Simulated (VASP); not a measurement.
**ScTi11O24 (a cell with a defect) (Rutile): electric field gradients with PBE**

Crystal: ScTi11O24 (a cell with a defect) (Rutile).

```xyz
36
Lattice="4.5922 4.5922 0.0000 -4.5922 4.5922 0.0000 0.0000 0.0000 8.8722" Properties=species:S:1:pos:R:3 pbc="T T T"
Sc    0.0000    0.0000    0.0000
Ti    0.0000    0.0000    2.9574
Ti    0.0000    0.0000    5.9148
Ti    0.0000    4.5922    0.0000
Ti    0.0000    4.5922    2.9574
Ti    0.0000    4.5922    5.9148
Ti    2.2961    2.2961    1.4787
Ti    2.2961    2.2961    4.4361
Ti    2.2961    2.2961    7.3935
Ti   -2.2961    2.2961    1.4787
Ti   -2.2961    2.2961    4.4361
Ti   -2.2961    2.2961    7.3935
O     1.4004    1.4004    0.0000
O     1.4004    1.4004    2.9574
O     1.4004    1.4004    5.9148
O     1.4004    5.9926    0.0000
O     1.4004    5.9926    2.9574
O     1.4004    5.9926    5.9148
O     0.8957    3.6965    1.4787
O     0.8957    3.6965    4.4361
O     0.8957    3.6965    7.3935
O    -3.6965    3.6965    1.4787
O    -3.6965    3.6965    4.4361
O    -3.6965    3.6965    7.3935
O     3.1918    3.1918    0.0000
O     3.1918    3.1918    2.9574
O     3.1918    3.1918    5.9148
O    -1.4004    3.1918    0.0000
O    -1.4004    3.1918    2.9574
O    -1.4004    3.1918    5.9148
O    -0.8957    5.4879    1.4787
O    -0.8957    5.4879    4.4361
O    -0.8957    5.4879    7.3935
O    -0.8957    0.8957    1.4787
O    -0.8957    0.8957    4.4361
O    -0.8957    0.8957    7.3935
```

```yaml
Program: VASP 6.6.1
Task: electric field gradients
Functional: PBE
Potentials_or_basis: VASP PAW PBE potentials, release 64 (Sc_sv, Ti_sv, O)
Cutoff: 520 eV
k_mesh: 3 × 3 × 2
Occupations: fermi-dirac, width 0.01 eV
Spin: no spin polarisation
Dipole_correction: no
Charge: -1
Further_INCAR_settings: LREAL = Auto; ALGO = Normal; EDIFF = 1e-08; NBANDS = 168; NELECT = 288.0
```

| Quantity | Value |
| --- | --- |
| Largest force | 2.987 eV/Å |

Forces on the atoms (eV/Å):
```
Sc   0.000  0.000  0.000
Ti   0.000  0.000 -1.256
Ti   0.000  0.000  1.256
Ti   0.000  0.000  0.000
Ti   0.000  0.000 -0.211
Ti   0.000  0.000  0.211
Ti   0.000  0.000 -1.284
Ti   0.000  0.000  0.000
Ti   0.000  0.000  1.284
Ti   0.000  0.000 -0.143
Ti   0.000  0.000  0.000
Ti   0.000  0.000  0.143
O    1.691  1.691  0.000
O    0.002  0.002  0.293
O    0.002  0.002 -0.293
O   -0.285 -0.285  0.000
O   -0.257 -0.257  0.221
O   -0.257 -0.257 -0.221
O   -0.071  0.071  0.114
O    0.058 -0.058  0.000
O   -0.071  0.071 -0.114
O    1.297 -1.297  2.357
O    0.301 -0.301  0.000
O    1.297 -1.297 -2.357
O   -1.691 -1.691  0.000
O   -0.002 -0.002  0.293
O   -0.002 -0.002 -0.293
O    0.285  0.285  0.000
O    0.257  0.257  0.221
O    0.257  0.257 -0.221
O    0.071 -0.071  0.114
O   -0.058  0.058  0.000
O    0.071 -0.071 -0.114
O   -1.297  1.297  2.357
O   -0.301  0.301  0.000
O   -1.297  1.297 -2.357
```

Levels at points of the mesh, in eV from the Fermi level:
| k point | band 140 | band 141 | band 142 | band 143 | band 144 | band 145 | band 146 | band 147 | band 148 | band 149 |
| --- | --- | --- | --- | --- | --- | --- | --- | --- | --- | --- |
| (0.00, 0.00, 0.00) | -1.02 | -0.84 | -0.63 | -0.61 | -0.25 | 1.46 | 1.60 | 1.81 | 2.00 | 2.05 |
| (0.00, 0.00, 0.50) | -1.00 | -0.88 | -0.77 | -0.51 | -0.34 | 1.90 | 1.92 | 1.96 | 1.99 | 2.07 |

Electric field gradients, principal values (V/Å²):
| atom | least | middle | greatest (by size) |
| --- | --- | --- | --- |
| 1 Sc | 8.158 | 16.832 | -24.990 |
| 2 Ti | 6.036 | 21.425 | -27.461 |
| 3 Ti | 6.036 | 21.425 | -27.461 |
| 4 Ti | 7.508 | 12.922 | -20.431 |
| 5 Ti | 7.681 | 13.547 | -21.228 |
| 6 Ti | 7.681 | 13.547 | -21.228 |
| 7 Ti | 4.969 | 21.747 | -26.717 |
| 8 Ti | 6.636 | 18.187 | -24.823 |
| 9 Ti | 4.969 | 21.747 | -26.717 |
| 10 Ti | 1.580 | 13.913 | -15.493 |
| 11 Ti | 9.545 | 11.294 | -20.839 |
| 12 Ti | 1.580 | 13.913 | -15.493 |
| 13 O | 0.403 | 9.959 | -10.362 |
| 14 O | -1.941 | -19.076 | 21.017 |
| 15 O | -1.941 | -19.076 | 21.017 |
| 16 O | 0.710 | 24.846 | -25.556 |
| 17 O | 0.797 | 24.628 | -25.425 |
| 18 O | 0.797 | 24.628 | -25.425 |
| 19 O | -0.462 | -22.384 | 22.845 |
| 20 O | -0.584 | -22.658 | 23.242 |
| 21 O | -0.462 | -22.384 | 22.845 |
| 22 O | -11.642 | -12.753 | 24.394 |
| 23 O | -3.744 | -18.750 | 22.494 |
| 24 O | -11.642 | -12.753 | 24.394 |
| 25 O | 0.403 | 9.959 | -10.362 |
| 26 O | -1.941 | -19.076 | 21.017 |
| 27 O | -1.941 | -19.076 | 21.017 |
| 28 O | 0.710 | 24.846 | -25.556 |
| 29 O | 0.797 | 24.628 | -25.425 |
| 30 O | 0.797 | 24.628 | -25.425 |
| 31 O | -0.462 | -22.384 | 22.845 |
| 32 O | -0.584 | -22.658 | 23.242 |
| 33 O | -0.462 | -22.384 | 22.845 |
| 34 O | -11.642 | -12.753 | 24.394 |
| 35 O | -3.744 | -18.750 | 22.494 |
| 36 O | -11.642 | -12.753 | 24.394 |

It took 24 min on 1 thread of Intel(R) Xeon(R) Platinum 8375C CPU @ 2.90GHz (Ice Lake), on a shared host, peak memory 0.59 GiB.

Caveat: the cell carries a net charge on a neutralising background, which shifts energy and pressure; the cell is charged against a uniform background, so pressure and absolute levels hang on convention; without QUAD_EFG the Cq values of the log hold for a quadrupole moment of 1 mb, not for the nuclei.
